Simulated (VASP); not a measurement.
# SrTe (Fm-3m) in VASP: notebook

The runs below take SrTe through single point, with PBE.

Program: VASP 6.6.1. These are calculated values, not measurements. Logs are shortened: lines on timing, memory, paths and dates and some standing lists are left out, and cuts for length are marked.

### Step 1. The cell of the first run

The structure is cubic, space group Fm-3m (No. 225). Conventional cell: a = 6.579 Å, b = 6.579 Å, c = 6.579 Å, α = 90.00°, β = 90.00°, γ = 90.00°. Sr (site symmetry m-3m) has 6 Te at 3.29 Å within 4.3 Å. Within 4.3 Å of Te (site symmetry m-3m) lie 6 Sr at 3.29 Å.

### Step 2. Single point, PBE (volume changed by -6%)

INCAR reads:

```
PREC = Accurate
ENCUT = 500
EDIFF = 1E-6
ISMEAR = 0
SIGMA = 0.01
LREAL = False
LASPH = True
NELM = 120
ALGO = Normal
ISIF = 2
LWAVE = False
LCHARG = False
GGA = PE
NBANDS = 15
GGA_COMPAT = False
```

KPOINTS reads:

```
regular mesh
0
Gamma
  6 6 6
```

POSCAR reads:

```
SrTe
1.0
    0.0000000000      3.2894381106      3.2894381106
    3.2894381106      0.0000000000      3.2894381106
    3.2894381106      3.2894381106      0.0000000000
Sr Te
1 1
Direct
    0.0000000000      0.0000000000      0.0000000000
    0.5000000000      0.5000000000      0.5000000000
```

Potentials or basis: VASP PAW PBE potentials, release 64 (Sr_sv, Te).

Command:

```console
$ cat potpaw_PBE.64/Sr_sv/POTCAR potpaw_PBE.64/Te/POTCAR > POTCAR
$ mpirun -np 1 vasp_std > vasp.out
```

OUTCAR:

```text
PREC = Accurate
   ENCUT = 500
   EDIFF = 1E-6
   ISMEAR = 0
   LREAL = False
   LASPH = True
   NELM = 120
   ISIF = 2
   GGA = PE

 ion  position               nearest neighbor table
   1  0.000  0.000  0.000-   2 3.29   2 3.29   2 3.29   2 3.29   2 3.29   2 3.29
   2  0.500  0.500  0.500-   1 3.29   1 3.29   1 3.29   1 3.29   1 3.29   1 3.29

  LATTYP: Found a face centered cubic cell.
 ALAT       =     6.5788762212

  Lattice vectors:

 A1 = (   0.0000000000,   3.2894381106,   3.2894381106)
 A2 = (   3.2894381106,   0.0000000000,   3.2894381106)
 A3 = (   3.2894381106,   3.2894381106,   0.0000000000)

Analysis of symmetry for initial positions (statically):
=====================================================================
 Subroutine PRICEL returns:
 Original cell was already a primitive cell.

 Routine SETGRP: Setting up the symmetry group for a
 face centered cubic supercell.

 Subroutine GETGRP returns: Found 48 space group operations
 (whereof 48 operations were pure point group operations)
 out of a pool of 48 trial point group operations.

The static configuration has the point symmetry O_h .

Analysis of symmetry for dynamics (positions and initial velocities):
=====================================================================
 Subroutine PRICEL returns:
 Original cell was already a primitive cell.

 Routine SETGRP: Setting up the symmetry group for a
 face centered cubic supercell.

 Subroutine GETGRP returns: Found 48 space group operations
 (whereof 48 operations were pure point group operations)
 out of a pool of 48 trial point group operations.

The dynamic configuration has the point symmetry O_h .

 Subroutine INISYM returns: Found 48 space group operations
 (whereof 48 operations are pure point group operations),
 and found     1 'primitive' translations

----------------------------------------------------------------------------------------

                                     Primitive cell

  volume of cell :      71.1861

  direct lattice vectors                    reciprocal lattice vectors
     0.000000000  3.289438111  3.289438111    -0.152001644  0.152001644  0.152001644
     3.289438111  0.000000000  3.289438111     0.152001644 -0.152001644  0.152001644
     3.289438111  3.289438111  0.000000000     0.152001644  0.152001644 -0.152001644

  length of vectors
     4.651967989  4.651967989  4.651967989     0.263274570  0.263274570  0.263274570

  position of ions in fractional coordinates (direct lattice)
     0.000000000  0.000000000  0.000000000
     0.500000000  0.500000000  0.500000000

  ion indices of the primitive-cell ions
   primitive index   ion index
                 1           1
                 2           2

[... 78 lines left out ...]
   EFERMI_NEDOS =   21; number of points for ismear=-14 and -15
   IALGO  =     38    algorithm
   IMIX   =      4    mixing-type and parameters
     AMIX     =   0.40;   BMIX     =  1.00
     AMIX_MAG =   1.60;   BMIX_MAG =  1.00
  volume/ion in A,a.u.               =      35.59       240.19
  Fermi-wavevector in a.u.,A,eV,Ry     =   0.995367  1.880970 13.480038  0.990755
  Thomas-Fermi vector in A             =   2.127382
   LORBIT       =      0    0 simple, 1 ext, 2 COOP (PROOUT), +10 PAW based schemes
   GGA     = PE    functional components
   LHFCALC =     F    Hartree Fock is set to
   AEXX    =    0.0000 exact exchange contribution
   IVDW    =     0    specifies the selected vdW correction
   LEPSILON=     F    determine dielectric tensor
   LRPA    =     F    only Hartree local field effects (RPA)
 non-spin polarized calculation
 Gauss-broadening in eV      SIGMA  =   0.01
  energy-cutoff  :      500.00
  volume of cell :       71.19
 maximum number of plane-waves:      1821
 NGX is ok and might be reduce to    36
   NGX = 17   NGY = 17   NGZ = 17

 number of electron      16.0000000 magnetization

 Free energy of the ion-electron system (eV)
  ---------------------------------------------------
  ext. energy  EPLUGINS =         0.00000000
  ---------------------------------------------------
  free energy    TOTEN  =        -8.23273716 eV

  energy without entropy =       -8.23273716  energy(sigma->0) =       -8.23273716

 E-fermi :   3.1977     XC(G=0):  -8.6681

 val. band max:        3.1268691880   @ k =   0.0000   0.0000   0.0000
 cond. band min:       4.7194540178   @ k =   0.5000   0.5000   0.0000
 fundamental gap:      1.5925848297
 Fermi energy:         3.1976579883

 k-point     1 :       0.0000    0.0000    0.0000
  band No.  band energies     occupation
      1     -31.4638      2.00000
      2     -13.4677      2.00000
      3     -13.4677      2.00000
      4     -13.4677      2.00000
      5      -6.9720      2.00000
      6       3.1269      2.00000
      7       3.1269      2.00000
      8       3.1269      2.00000
      9       6.1469      0.00000
     10       6.3573      0.00000
     11       6.3573      0.00000
     12       6.3573      0.00000
     13       7.0452      0.00000
     14       7.0452      0.00000
[... 257 lines left out ...]
      2     -13.5539      2.00000
      3     -13.5236      2.00000
      4     -13.5165      2.00000
      5      -6.3979      2.00000
      6       1.2463      2.00000
      7       1.7061      2.00000
      8       1.8049      2.00000
      9       5.9494      0.00000
     10       7.6252      0.00000
     11       8.1961      0.00000
     12       8.9433      0.00000
     13       9.3933      0.00000
     14       9.7518      0.00000
     15      11.8155      0.00000

------------------------ aborting loop because EDIFF is reached ----------------------------------------

  FORCE on cell =-STRESS in cart. coord.  units (eV):
  Direction    XX          YY          ZZ          XY          YZ          ZX
  --------------------------------------------------------------------------------------
  -------------------------------------------------------------------------------------
  Total        1.0870819      1.0870819      1.0870819      0.0000000     -0.0000000      0.0000000
  in kB       24.4668290     24.4668290     24.4668290      0.0000000     -0.0000000      0.0000000
  external PRESSURE =      24.4668290 kB  Pullay stress =       0.0000000 kB

 VOLUME and BASIS-vectors are now :
 -----------------------------------------------------------------------------
  energy-cutoff  :      500.00
  volume of cell :       71.19
      direct lattice vectors                 reciprocal lattice vectors
     0.000000000  3.289438111  3.289438111    -0.152001644  0.152001644  0.152001644
     3.289438111  0.000000000  3.289438111     0.152001644 -0.152001644  0.152001644
     3.289438111  3.289438111  0.000000000     0.152001644  0.152001644 -0.152001644

 POSITION                                       TOTAL-FORCE (eV/Angst)
 -----------------------------------------------------------------------------------
      0.00000      0.00000      0.00000         0.000000      0.000000      0.000000
      3.28944      3.28944      3.28944        -0.000000     -0.000000     -0.000000
 -----------------------------------------------------------------------------------
    total drift:                                0.000000      0.000000      0.000000

  FREE ENERGIE OF THE ION-ELECTRON SYSTEM (eV)
  ---------------------------------------------------
  free  energy   TOTEN  =        -8.2327371586 eV

  energy  without entropy=       -8.2327371586  energy(sigma->0) =       -8.23273716
```

stdout:

```text
POSCAR found type information on POSCAR SrTe
 POSCAR found :  2 types and       2 ions
 scaLAPACK will be used
 LDA part: xc-table for (Slater+PW92), standard interpolation
 POSCAR, INCAR and KPOINTS ok, starting setup
 FFT: planning ... GRIDC
 FFT: planning ... GRID_SOFT
 FFT: planning ... GRID
 WAVECAR not read
 entering main loop
```

Run time: 14 s. Hardware: 1 thread of AMD EPYC 9R45 (Zen 5), shared host; peak memory 0.18 GiB.

What came out:

* Free energy: -8.2327 eV
* Pressure: 2.4 GPa
* Band gap on the k mesh: 1.59 eV, indirect (least direct gap 2.36 eV)

Caveat: spin-orbit coupling is left out, which moves the levels of the heavy elements. A k mesh can miss the band edges.

### Step 3. Single point, PBE (volume changed by -3%)

INCAR reads:

```
SYSTEM = SrTe
  ALGO = Normal
  EDIFF = 1E-6
  ENCUT = 500
  GGA = PE
  GGA_COMPAT = .False.
  ISIF = 2
  ISMEAR = 0
  LASPH = .True.
  LCHARG = .False.
  LREAL = .False.
  LWAVE = .False.
  NBANDS = 15
  NELM = 120
  PREC = Accurate
  SIGMA = 0.01
```

KPOINTS reads:

```
k-points
0
Gamma
  6 6 6
  0 0 0
```

POSCAR reads:

```
SrTe
1.0
    0.0000000000      3.3240663196      3.3240663196
    3.3240663196      0.0000000000      3.3240663196
    3.3240663196      3.3240663196      0.0000000000
Sr Te
1 1
Direct
    0.0000000000      0.0000000000      0.0000000000
    0.5000000000      0.5000000000      0.5000000000
```

Potentials or basis: VASP PAW PBE potentials, release 64 (Sr_sv, Te).

Command:

```console
$ cat potpaw_PBE.64/Sr_sv/POTCAR potpaw_PBE.64/Te/POTCAR > POTCAR
$ mpirun -np 1 vasp_std > vasp.out
```

OUTCAR:

```text
SYSTEM = SrTe
   EDIFF = 1E-6
   ENCUT = 500
   GGA = PE
   ISIF = 2
   ISMEAR = 0
   LASPH = .True.
   LREAL = .False.
   NELM = 120
   PREC = Accurate

 ion  position               nearest neighbor table
   1  0.000  0.000  0.000-   2 3.32   2 3.32   2 3.32   2 3.32   2 3.32   2 3.32
   2  0.500  0.500  0.500-   1 3.32   1 3.32   1 3.32   1 3.32   1 3.32   1 3.32

  LATTYP: Found a face centered cubic cell.
 ALAT       =     6.6481326392

  Lattice vectors:

 A1 = (   0.0000000000,   3.3240663196,   3.3240663196)
 A2 = (   3.3240663196,   0.0000000000,   3.3240663196)
 A3 = (   3.3240663196,   3.3240663196,   0.0000000000)

Analysis of symmetry for initial positions (statically):
=====================================================================
 Subroutine PRICEL returns:
 Original cell was already a primitive cell.

 Routine SETGRP: Setting up the symmetry group for a
 face centered cubic supercell.

 Subroutine GETGRP returns: Found 48 space group operations
 (whereof 48 operations were pure point group operations)
 out of a pool of 48 trial point group operations.

The static configuration has the point symmetry O_h .

Analysis of symmetry for dynamics (positions and initial velocities):
=====================================================================
 Subroutine PRICEL returns:
 Original cell was already a primitive cell.

 Routine SETGRP: Setting up the symmetry group for a
 face centered cubic supercell.

 Subroutine GETGRP returns: Found 48 space group operations
 (whereof 48 operations were pure point group operations)
 out of a pool of 48 trial point group operations.

The dynamic configuration has the point symmetry O_h .

 Subroutine INISYM returns: Found 48 space group operations
 (whereof 48 operations are pure point group operations),
 and found     1 'primitive' translations

----------------------------------------------------------------------------------------

                                     Primitive cell

  volume of cell :      73.4580

  direct lattice vectors                    reciprocal lattice vectors
     0.000000000  3.324066320  3.324066320    -0.150418178  0.150418178  0.150418178
     3.324066320  0.000000000  3.324066320     0.150418178 -0.150418178  0.150418178
     3.324066320  3.324066320  0.000000000     0.150418178  0.150418178 -0.150418178

  length of vectors
     4.700939671  4.700939671  4.700939671     0.260531927  0.260531927  0.260531927

  position of ions in fractional coordinates (direct lattice)
     0.000000000  0.000000000  0.000000000
     0.500000000  0.500000000  0.500000000

  ion indices of the primitive-cell ions
   primitive index   ion index
                 1           1
                 2           2

----------------------------------------------------------------------------------------

 KPOINTS: k-points

Automatic generation of k-mesh.
 Grid dimensions read from file:
 generate k-points for:    6    6    6

 Generating k-lattice:

  Cartesian coordinates                     Fractional coordinates (reciprocal lattice)
[... 32 lines left out ...]
 -0.333333  0.500000  0.166667     12.000000
   k-points           NKPTS =     16   k-points in BZ     NKDIM =     16   number of bands    NBANDS=     15
   number of dos      NEDOS =    301   number of ions     NIONS =      2
   total plane-waves  NPLWV =  46656
   dimension x,y,z NGX =    36 NGY =   36 NGZ =   36
   dimension x,y,z NGXF=    72 NGYF=   72 NGZF=   72
   ions per type =               1   1
   NGX,Y,Z   is equivalent  to a cutoff of  12.73, 12.73, 12.73 a.u.
   NGXF,Y,Z  is equivalent  to a cutoff of  25.46, 25.46, 25.46 a.u.
 SYSTEM =  SrTe
   PREC   = accura    normal or accurate (medium, high low for compatibility)
   ISTART =      0    job   : 0-new  1-cont  2-samecut
   ICHARG =      2    charge: 1-file 2-atom 10-const
   ISPIN  =      1    spin polarized calculation?
   LNONCOLLINEAR =      F non collinear calculations
   LSORBIT =      F    spin-orbit coupling
   LASPH  =      T    aspherical Exc in radial PAW
   ENCUT  =  500.0 eV  36.75 Ry    6.06 a.u.   8.57  8.57  8.57*2*pi/ulx,y,z
   NELM   =    120;   NELMIN=  2; NELMDL= -5     # of ELM steps
   EDIFF  = 0.1E-05   stopping-criterion for ELM
   LREAL  =      F    real-space projection
   EDIFFG = 0.1E-04   stopping-criterion for IOM
   NSW    =      0    number of steps for IOM
   IBRION =     -1    ionic relax: 0-MD 1-quasi-New 2-CG
   NFREE  =      0    steps in history (QN), initial steepest desc. (CG)
   ISIF   =      2    stress and relaxation
   ISYM   =      2    0-nonsym 1-usesym 2-fastsym
   POTIM  = 0.5000    time-step for ionic-motion
   TEBEG  =    0.0;   TEEND  =   0.0 temperature during run
   PSTRESS=    0.0 pullay stress
   NELECT =      16.0000    total number of electrons
   NUPDOWN=      -1.0000    fix difference up-down
   EMIN   =  10.00;   EMAX   =-10.00  energy-range for DOS
   EFERMI =   0.00;   METHOD = LEGACY
   ISMEAR =     0;   SIGMA  =   0.01  broadening in eV -4-tet -1-fermi 0-gaus
   EFERMI_NEDOS =   21; number of points for ismear=-14 and -15
   IALGO  =     38    algorithm
   IMIX   =      4    mixing-type and parameters
     AMIX     =   0.40;   BMIX     =  1.00
     AMIX_MAG =   1.60;   BMIX_MAG =  1.00
  volume/ion in A,a.u.               =      36.73       247.86
  Fermi-wavevector in a.u.,A,eV,Ry     =   0.984998  1.861375 13.200647  0.970220
  Thomas-Fermi vector in A             =   2.116272
   LORBIT       =      0    0 simple, 1 ext, 2 COOP (PROOUT), +10 PAW based schemes
   GGA     = PE    functional components
   LHFCALC =     F    Hartree Fock is set to
   AEXX    =    0.0000 exact exchange contribution
   IVDW    =     0    specifies the selected vdW correction
   LEPSILON=     F    determine dielectric tensor
   LRPA    =     F    only Hartree local field effects (RPA)
 non-spin polarized calculation
 Gauss-broadening in eV      SIGMA  =   0.01
  energy-cutoff  :      500.00
  volume of cell :       73.46
 maximum number of plane-waves:      1892
 NGX is ok and might be reduce to    36
   NGX = 17   NGY = 17   NGZ = 17

 number of electron      16.0000000 magnetization

 Free energy of the ion-electron system (eV)
  ---------------------------------------------------
  ext. energy  EPLUGINS =         0.00000000
  ---------------------------------------------------
  free energy    TOTEN  =        -8.25851270 eV

  energy without entropy =       -8.25851270  energy(sigma->0) =       -8.25851270

 E-fermi :   2.9614     XC(G=0):  -8.5400

 val. band max:        2.8944203535   @ k =   0.0000   0.0000   0.0000
 cond. band min:       4.5733721299   @ k =   0.5000   0.5000   0.0000
 fundamental gap:      1.6789517764
 Fermi energy:         2.9614362309

 k-point     1 :       0.0000    0.0000    0.0000
  band No.  band energies     occupation
      1     -31.7732      2.00000
      2     -13.7673      2.00000
      3     -13.7673      2.00000
      4     -13.7673      2.00000
      5      -7.1025      2.00000
      6       2.8944      2.00000
      7       2.8944      2.00000
      8       2.8944      2.00000
      9       5.7720      0.00000
     10       6.1585      0.00000
     11       6.1585      0.00000
     12       6.1585      0.00000
     13       6.8118      0.00000
     14       6.8118      0.00000
[... 257 lines left out ...]
      2     -13.8421      2.00000
      3     -13.8159      2.00000
      4     -13.8093      2.00000
      5      -6.5686      2.00000
      6       1.0760      2.00000
      7       1.5324      2.00000
      8       1.6226      2.00000
      9       5.7525      0.00000
     10       7.3108      0.00000
     11       7.9239      0.00000
     12       8.6094      0.00000
     13       9.0719      0.00000
     14       9.3613      0.00000
     15      11.4310      0.00000

------------------------ aborting loop because EDIFF is reached ----------------------------------------

  FORCE on cell =-STRESS in cart. coord.  units (eV):
  Direction    XX          YY          ZZ          XY          YZ          ZX
  --------------------------------------------------------------------------------------
  -------------------------------------------------------------------------------------
  Total        0.5478610      0.5478610      0.5478610      0.0000000     -0.0000000      0.0000000
  in kB       11.9492857     11.9492857     11.9492857      0.0000000     -0.0000000      0.0000000
  external PRESSURE =      11.9492857 kB  Pullay stress =       0.0000000 kB

 VOLUME and BASIS-vectors are now :
 -----------------------------------------------------------------------------
  energy-cutoff  :      500.00
  volume of cell :       73.46
      direct lattice vectors                 reciprocal lattice vectors
     0.000000000  3.324066320  3.324066320    -0.150418178  0.150418178  0.150418178
     3.324066320  0.000000000  3.324066320     0.150418178 -0.150418178  0.150418178
     3.324066320  3.324066320  0.000000000     0.150418178  0.150418178 -0.150418178

 POSITION                                       TOTAL-FORCE (eV/Angst)
 -----------------------------------------------------------------------------------
      0.00000      0.00000      0.00000         0.000000     -0.000000     -0.000000
      3.32407      3.32407      3.32407        -0.000000      0.000000      0.000000
 -----------------------------------------------------------------------------------
    total drift:                                0.000000      0.000000      0.000000

  FREE ENERGIE OF THE ION-ELECTRON SYSTEM (eV)
  ---------------------------------------------------
  free  energy   TOTEN  =        -8.2585127022 eV

  energy  without entropy=       -8.2585127022  energy(sigma->0) =       -8.25851270
```

OSZICAR:

```text
N       E                     dE             d eps       ncg     rms          rms(c)
DAV:   1     0.602478814198E+02    0.60248E+02   -0.65281E+03   480   0.886E+02
DAV:   2    -0.498538433128E+01   -0.65233E+02   -0.61142E+02   613   0.169E+02
DAV:   3    -0.825169039272E+01   -0.32663E+01   -0.32489E+01   729   0.323E+01
DAV:   4    -0.834588452286E+01   -0.94194E-01   -0.94174E-01   620   0.529E+00
DAV:   5    -0.834743550799E+01   -0.15510E-02   -0.15510E-02   711   0.626E-01    0.153E+01
DAV:   6    -0.825372843866E+01    0.93707E-01   -0.12448E-01   564   0.206E+00    0.909E+00
DAV:   7    -0.825816104898E+01   -0.44326E-02   -0.15882E-01   592   0.253E+00    0.103E+00
DAV:   8    -0.825812786978E+01    0.33179E-04   -0.20248E-02   522   0.683E-01    0.387E-01
DAV:   9    -0.825828595102E+01   -0.15808E-03   -0.84917E-04   613   0.204E-01    0.179E-01
DAV:  10    -0.825849630677E+01   -0.21036E-03   -0.16053E-04   543   0.751E-02    0.489E-02
DAV:  11    -0.825850981233E+01   -0.13506E-04   -0.10780E-05   649   0.176E-02    0.364E-02
DAV:  12    -0.825851235473E+01   -0.25424E-05   -0.97301E-06   550   0.153E-02    0.231E-02
DAV:  13    -0.825851270218E+01   -0.34745E-06   -0.25954E-07   471   0.308E-03
   1 F= -.82585127E+01 E0= -.82585127E+01  d E =-.245107E-23
```

stdout:

```text
POSCAR found type information on POSCAR SrTe
 POSCAR found :  2 types and       2 ions
 scaLAPACK will be used
 LDA part: xc-table for (Slater+PW92), standard interpolation
 POSCAR, INCAR and KPOINTS ok, starting setup
 FFT: planning ... GRIDC
 FFT: planning ... GRID_SOFT
 FFT: planning ... GRID
 WAVECAR not read
 entering main loop
```

Run time: 14 s. Hardware: 1 thread of AMD EPYC 9R45 (Zen 5), shared host; peak memory 0.18 GiB.

Results:

* Free energy: -8.2585 eV
* Pressure: 1.2 GPa
* Band gap on the k mesh: 1.68 eV, indirect (least direct gap 2.43 eV)

Caveat: spin-orbit coupling is left out, which moves the levels of the heavy elements.

(Continued in part 2 of 2.)
